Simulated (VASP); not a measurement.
# Ge (P6_3/mmc) in VASP: notebook

Runs on Ge. Level: LDA. Tasks: single point.

Program: VASP 6.6.1. These are calculated values, not measurements. Logs are shortened: lines on timing, memory, paths and dates and some standing lists are left out, and cuts for length are marked.

**1. The cell of the first run**

It takes space group P6_3/mmc (No. 194, hexagonal). Conventional cell: a = 2.607 Å, b = 2.607 Å, c = 4.274 Å, α = 90.00°, β = 90.00°, γ = 120.00°. Within 3.4 Å of Ge (site symmetry -6m2) lie 12 Ge at 2.61 Å.

**2. Single point, LDA**

INCAR reads:

```
  ALGO = Normal
  EDIFF = 1E-6
  ENCUT = 520
  GGA = CA
  ISIF = 2
  ISMEAR = -1
  LASPH = True
  LCHARG = True
  LELF = True
  LREAL = False
  LVHAR = True
  LWAVE = False
  NBANDS = 21
  NELM = 100
  PREC = Accurate
  SIGMA = 0.08
```

KPOINTS reads:

```
k-points
0
Gamma
  16 16 9
```

POSCAR reads:

```
Ge
1.0
    2.6065871402      0.0000000000      0.0000000000
   -1.3032935701      2.2573706806      0.0000000000
    0.0000000000      0.0000000000      4.2744605922
Ge
2
Direct
    0.3333333333      0.6666666667      0.2500000000
    0.6666666667      0.3333333333      0.7500000000
```

Potentials or basis: VASP PAW LDA potentials, release 64 (Ge_d).

On the command line:

```
$ cat potpaw_LDA.64/Ge_d/POTCAR > POTCAR
$ mpirun -np 1 vasp_std > vasp.out
```

OUTCAR:

```text
EDIFF = 1E-6
   ENCUT = 520
   GGA = CA
   ISIF = 2
   ISMEAR = -1
   LASPH = True
   LREAL = False
   NELM = 100
   PREC = Accurate

 ion  position               nearest neighbor table
   1  0.333  0.667  0.250-   2 2.61   2 2.61   2 2.61   2 2.61   2 2.61   2 2.61
   2  0.667  0.333  0.750-   1 2.61   1 2.61   1 2.61   1 2.61   1 2.61   1 2.61

  LATTYP: Found a hexagonal cell.
 ALAT       =     2.6065871402
 C/A-ratio  =     1.6398686721

  Lattice vectors:

 A1 = (   2.6065871402,   0.0000000000,   0.0000000000)
 A2 = (  -1.3032935701,   2.2573706806,   0.0000000000)
 A3 = (   0.0000000000,   0.0000000000,   4.2744605922)

Analysis of symmetry for initial positions (statically):
=====================================================================
 Subroutine PRICEL returns:
 Original cell was already a primitive cell.

 Routine SETGRP: Setting up the symmetry group for a
 hexagonal supercell.

 Subroutine GETGRP returns: Found 24 space group operations
 (whereof 12 operations were pure point group operations)
 out of a pool of 24 trial point group operations.

The static configuration has the point symmetry D_3d.
 The point group associated with its full space group is D_6h.

Analysis of symmetry for dynamics (positions and initial velocities):
=====================================================================
 Subroutine PRICEL returns:
 Original cell was already a primitive cell.

 Routine SETGRP: Setting up the symmetry group for a
 hexagonal supercell.

 Subroutine GETGRP returns: Found 24 space group operations
 (whereof 12 operations were pure point group operations)
 out of a pool of 24 trial point group operations.

The dynamic configuration has the point symmetry D_3d.
 The point group associated with its full space group is D_6h.

 Subroutine INISYM returns: Found 24 space group operations
 (whereof 12 operations are pure point group operations),
 and found     1 'primitive' translations

----------------------------------------------------------------------------------------

                                     Primitive cell

  volume of cell :      25.1511

  direct lattice vectors                    reciprocal lattice vectors
     2.606587140  0.000000000  0.000000000     0.383643418  0.221496631  0.000000000
    -1.303293570  2.257370681  0.000000000     0.000000000  0.442993261  0.000000000
     0.000000000  0.000000000  4.274460592     0.000000000  0.000000000  0.233947648

  length of vectors
     2.606587140  2.606587140  4.274460592     0.442993261  0.442993261  0.233947648

  position of ions in fractional coordinates (direct lattice)
     0.333333333  0.666666667  0.250000000
     0.666666667  0.333333333  0.750000000

  ion indices of the primitive-cell ions
   primitive index   ion index
                 1           1
                 2           2

----------------------------------------------------------------------------------------

 KPOINTS: k-points

Automatic generation of k-mesh.
 Grid dimensions read from file:
 generate k-points for:   16   16    9

 Generating k-lattice:

  Cartesian coordinates                     Fractional coordinates (reciprocal lattice)
     0.023977714  0.013843539  0.000000000     0.062500000  0.000000000  0.000000000
     0.000000000  0.027687079  0.000000000     0.000000000  0.062500000  0.000000000
     0.000000000  0.000000000  0.025994183     0.000000000  0.000000000  0.111111111

  Length of vectors
     0.027687079  0.027687079  0.025994183

  Shift w.r.t. Gamma in fractional coordinates (k-lattice)
     0.000000000  0.000000000  0.000000000

 Subroutine IBZKPT returns following result:
 ===========================================

 Found    150 irreducible k-points:

 Following reciprocal coordinates:
            Coordinates               Weight
  0.000000  0.000000  0.000000      1.000000
  0.062500 -0.000000  0.000000      6.000000
  0.125000 -0.000000  0.000000      6.000000
  0.187500 -0.000000  0.000000      6.000000
  0.250000 -0.000000  0.000000      6.000000
  0.312500 -0.000000  0.000000      6.000000
[... 16 lines left out ...]
  0.187500  0.187500  0.000000      6.000000
  0.250000  0.187500  0.000000     12.000000
 [... further k-points ...]
   k-points           NKPTS =    150   k-points in BZ     NKDIM =    150   number of bands    NBANDS=     21
   number of dos      NEDOS =    301   number of ions     NIONS =      2
   total plane-waves  NPLWV =  12800
   dimension x,y,z NGX =    20 NGY =   20 NGZ =   32
   dimension x,y,z NGXF=    40 NGYF=   40 NGZF=   64
   ions per type =               2
   NGX,Y,Z   is equivalent  to a cutoff of  12.76, 12.76, 12.45 a.u.
   NGXF,Y,Z  is equivalent  to a cutoff of  25.51, 25.51, 24.89 a.u.
 SYSTEM =  unknown system
   PREC   = accura    normal or accurate (medium, high low for compatibility)
   ISTART =      0    job   : 0-new  1-cont  2-samecut
   ICHARG =      2    charge: 1-file 2-atom 10-const
   ISPIN  =      1    spin polarized calculation?
   LNONCOLLINEAR =      F non collinear calculations
   LSORBIT =      F    spin-orbit coupling
   LASPH  =      T    aspherical Exc in radial PAW
   ENCUT  =  520.0 eV  38.22 Ry    6.18 a.u.   4.85  4.85  7.95*2*pi/ulx,y,z
   NELM   =    100;   NELMIN=  2; NELMDL= -5     # of ELM steps
   EDIFF  = 0.1E-05   stopping-criterion for ELM
   LREAL  =      F    real-space projection
   EDIFFG = 0.1E-04   stopping-criterion for IOM
   NSW    =      0    number of steps for IOM
   IBRION =     -1    ionic relax: 0-MD 1-quasi-New 2-CG
   NFREE  =      0    steps in history (QN), initial steepest desc. (CG)
   ISIF   =      2    stress and relaxation
   ISYM   =      2    0-nonsym 1-usesym 2-fastsym
   POTIM  = 0.5000    time-step for ionic-motion
   TEBEG  =    0.0;   TEEND  =   0.0 temperature during run
   PSTRESS=    0.0 pullay stress
   NELECT =      28.0000    total number of electrons
   NUPDOWN=      -1.0000    fix difference up-down
   EMIN   =  10.00;   EMAX   =-10.00  energy-range for DOS
   EFERMI =   0.00;   METHOD = LEGACY
   ISMEAR =    -1;   SIGMA  =   0.08  broadening in eV -4-tet -1-fermi 0-gaus
   EFERMI_NEDOS =   21; number of points for ismear=-14 and -15
   IALGO  =     38    algorithm
   IMIX   =      4    mixing-type and parameters
     AMIX     =   0.40;   BMIX     =  1.00
     AMIX_MAG =   1.60;   BMIX_MAG =  1.00
  volume/ion in A,a.u.               =      12.58        84.86
  Fermi-wavevector in a.u.,A,eV,Ry     =   1.696714  3.206325 39.168983  2.878839
  Thomas-Fermi vector in A             =   2.777527
   LORBIT       =      0    0 simple, 1 ext, 2 COOP (PROOUT), +10 PAW based schemes
   GGA     = CA    functional components
   LHFCALC =     F    Hartree Fock is set to
   AEXX    =    0.0000 exact exchange contribution
   IVDW    =     0    specifies the selected vdW correction
   LEPSILON=     F    determine dielectric tensor
   LRPA    =     F    only Hartree local field effects (RPA)
 non-spin polarized calculation
  energy-cutoff  :      520.00
  volume of cell :       25.15
 maximum number of plane-waves:       692
 NGX is ok and might be reduce to    20
   NGX =  9   NGY =  9   NGZ = 15

 number of electron      27.9999988 magnetization

 Free energy of the ion-electron system (eV)
  ---------------------------------------------------
  ext. energy  EPLUGINS =         0.00000000
  ---------------------------------------------------
  free energy    TOTEN  =        -8.28266460 eV

  energy without entropy =       -8.26795187  energy(sigma->0) =       -8.27530824

 E-fermi :  11.9821     XC(G=0): -13.8055

 val. band max:       11.9580217354   @ k =   0.2500   0.1875   0.3333
 cond. band min:      11.9859334305   @ k =   0.3125   0.3125   0.1111
 fundamental gap:      0.0279116951
 Fermi energy:        11.9821109090

 k-point     1 :       0.0000    0.0000    0.0000
  band No.  band energies     occupation
      1     -13.4976      2.00000
      2     -13.4281      2.00000
      3     -13.4036      2.00000
      4     -13.4036      2.00000
      5     -13.3754      2.00000
      6     -13.3754      2.00000
[... 13 lines left out ...]
     20      27.2488      0.00000
     21      30.2085      0.00000

 k-point     2 :       0.0625   -0.0000    0.0000
  band No.  band energies     occupation
      1     -13.4922      2.00000
      2     -13.4333      2.00000
      3     -13.3951      2.00000
      4     -13.3927      2.00000
      5     -13.3749      2.00000
      6     -13.3652      2.00000
[... 13 lines left out ...]
     20      27.8266      0.00000
     21      29.3651      0.00000

 k-point     3 :       0.1250   -0.0000    0.0000
  band No.  band energies     occupation
      1     -13.4886      2.00000
      2     -13.4355      2.00000
      3     -13.3850      2.00000
      4     -13.3617      2.00000
      5     -13.3611      2.00000
      6     -13.3360      2.00000
[... 13 lines left out ...]
     20      28.0232      0.00000
     21      29.0042      0.00000

 k-point     4 :       0.1875   -0.0000    0.0000
  band No.  band energies     occupation
      1     -13.5087      2.00000
      2     -13.4191      2.00000
      3     -13.3853      2.00000
      4     -13.3649      2.00000
      5     -13.3454      2.00000
      6     -13.3212      2.00000
[... 13 lines left out ...]
     20      27.3463      0.00000
     21      29.2978      0.00000

 k-point     5 :       0.2500   -0.0000    0.0000
  band No.  band energies     occupation
      1     -13.5403      2.00000
      2     -13.4201      2.00000
      3     -13.4036      2.00000
      4     -13.3646      2.00000
      5     -13.3630      2.00000
      6     -13.2715      2.00000
[... 13 lines left out ...]
     20      27.0151      0.00000
     21      28.7607      0.00000

 k-point     6 :       0.3125   -0.0000    0.0000
  band No.  band energies     occupation
      1     -13.5727      2.00000
      2     -13.4455      2.00000
      3     -13.4347      2.00000
      4     -13.3828      2.00000
      5     -13.3298      2.00000
      6     -13.2600      2.00000
[... 13 lines left out ...]
     20      26.4954      0.00000
     21      28.0726      0.00000

 k-point     7 :       0.3750   -0.0000    0.0000
  band No.  band energies     occupation
      1     -13.6001      2.00000
      2     -13.4829      2.00000
      3     -13.4499      2.00000
      4     -13.3975      2.00000
      5     -13.3012      2.00000
      6     -13.2814      2.00000
[... 13 lines left out ...]
     20      26.0132      0.00000
     21      27.5835      0.00000
[... 291 lines left out ...]
      1     -13.5539      2.00000
      2     -13.4918      2.00000
      3     -13.4233      2.00000
      4     -13.3976      2.00000
      5     -13.3125      2.00000
      6     -13.2838      2.00000
[... 13 lines left out ...]
     20      24.1625      0.00000
     21      31.4322      0.00000

 k-point    21 :       0.3750    0.1250    0.0000
  band No.  band energies     occupation
      1     -13.5704      2.00000
      2     -13.5162      2.00000
      3     -13.4246      2.00000
      4     -13.4011      2.00000
      5     -13.2994      2.00000
      6     -13.2888      2.00000
[... 13 lines left out ...]
     20      23.8689      0.00000
     21      31.8089      0.00000

 k-point    22 :       0.4375    0.1250    0.0000
  band No.  band energies     occupation
      1     -13.5762      2.00000
      2     -13.5248      2.00000
      3     -13.4257      2.00000
      4     -13.4019      2.00000
      5     -13.3052      2.00000
      6     -13.2792      2.00000
[... 13 lines left out ...]
     20      23.7704      0.00000
     21      31.7032      0.00000

 k-point    23 :       0.1875    0.1875    0.0000
  band No.  band energies     occupation
      1     -13.4731      2.00000
      2     -13.4685      2.00000
      3     -13.4505      2.00000
      4     -13.3904      2.00000
      5     -13.3237      2.00000
      6     -13.2851      2.00000
[... 13 lines left out ...]
     20      27.3349      0.00000
     21      28.5365      0.00000

 k-point    24 :       0.2500    0.1875    0.0000
  band No.  band energies     occupation
      1     -13.4937      2.00000
      2     -13.4869      2.00000
      3     -13.4361      2.00000
      4     -13.3953      2.00000
      5     -13.3103      2.00000
      6     -13.2786      2.00000
[... 13 lines left out ...]
     20      27.2909      0.00000
     21      30.7681      0.00000

 [... further k-points ...]
[... 5 lines left out ...]
  --------------------------------------------------------------------------------------
  -------------------------------------------------------------------------------------
  Total        9.6782025      9.6782025      9.6849666      0.0000000      0.0000000      0.0000000
  in kB      616.5223749    616.5223749    616.9532620      0.0000000      0.0000000      0.0000000
  external PRESSURE =     616.6660039 kB  Pullay stress =       0.0000000 kB

 VOLUME and BASIS-vectors are now :
 -----------------------------------------------------------------------------
  energy-cutoff  :      520.00
  volume of cell :       25.15
      direct lattice vectors                 reciprocal lattice vectors
     2.606587140  0.000000000  0.000000000     0.383643418  0.221496631  0.000000000
    -1.303293570  2.257370681  0.000000000     0.000000000  0.442993261  0.000000000
     0.000000000  0.000000000  4.274460592     0.000000000  0.000000000  0.233947648

 POSITION                                       TOTAL-FORCE (eV/Angst)
 -----------------------------------------------------------------------------------
     -0.00000      1.50491      1.06862        -0.000000     -0.000000      0.000000
      1.30329      0.75246      3.20585         0.000000      0.000000      0.000000
 -----------------------------------------------------------------------------------
    total drift:                               -0.000000      0.000000      0.000000

  FREE ENERGIE OF THE ION-ELECTRON SYSTEM (eV)
  ---------------------------------------------------
  free  energy   TOTEN  =        -8.2826645973 eV

  energy  without entropy=       -8.2679518728  energy(sigma->0) =       -8.27530824
```

It took 39 s on 1 thread of Intel Xeon Platinum 8259CL at 2.50GHz (Skylake/Cascade Lake), shared host; peak memory 0.17 GiB.

What came out:

| Property | Result |
| --- | --- |
| Free energy | -8.2827 eV |
| Pressure | 61.7 GPa |
| Band gap on the k mesh | zero (band 14 reaches 21.90 eV, above the bottom of band 15 at 7.74 eV) |

**3. Single point, LDA**

INCAR reads:

```
SYSTEM = Ge
  PREC = Accurate
  ENCUT = 520
  EDIFF = 1E-6
  ISMEAR = -1
  SIGMA = 0.08
  LREAL = .False.
  LASPH = .True.
  NELM = 100
  ALGO = Normal
  ISIF = 2
  LWAVE = .False.
  LCHARG = .False.
  NBANDS = 21
```

KPOINTS reads:

```
Automatic mesh
0
Gamma
  16 16 9
  0 0 0
```

POSCAR reads:

```
Ge
1.0
    2.6068650508      0.0000000000      0.0000000000
   -1.3034325254      2.2576113582      0.0000000000
    0.0000000000      0.0000000000      4.2750740899
Ge
2
Direct
    0.3333333333      0.6666666667      0.2500000000
    0.6666666667      0.3333333333      0.7500000000
```

Potentials or basis: VASP PAW LDA potentials, release 64 (Ge_d).

On the command line:

```
$ cat potpaw_LDA.64/Ge_d/POTCAR > POTCAR
$ mpirun -np 1 vasp_std > vasp.out
```

Wall time 38 s (1 thread of Intel Xeon Platinum 8259CL at 2.50GHz (Skylake/Cascade Lake), shared host); peak memory 0.17 GiB.

The run converged. Its results:

- Free energy: -8.2861 eV
- Pressure: 61.6 GPa
- Band gap on the k mesh: zero (band 14 reaches 21.89 eV, above the bottom of band 15 at 7.74 eV)

Levels at points of the mesh, in eV from the Fermi level:
| k point | band 10 | band 11 | band 12 | band 13 | band 14 | band 15 | band 16 | band 17 | band 18 | band 19 |
| --- | --- | --- | --- | --- | --- | --- | --- | --- | --- | --- |
| (0.00, 0.00, 0.00) | -25.11 | -17.48 | -9.20 | -8.62 | 9.82 | 9.82 | 12.34 | 12.34 | 13.42 | 14.77 |
| (0.50, 0.00, 0.00) | -25.08 | -10.15 | -9.46 | -2.27 | -2.00 | -1.82 | 0.67 | 3.31 | 7.78 | 10.02 |
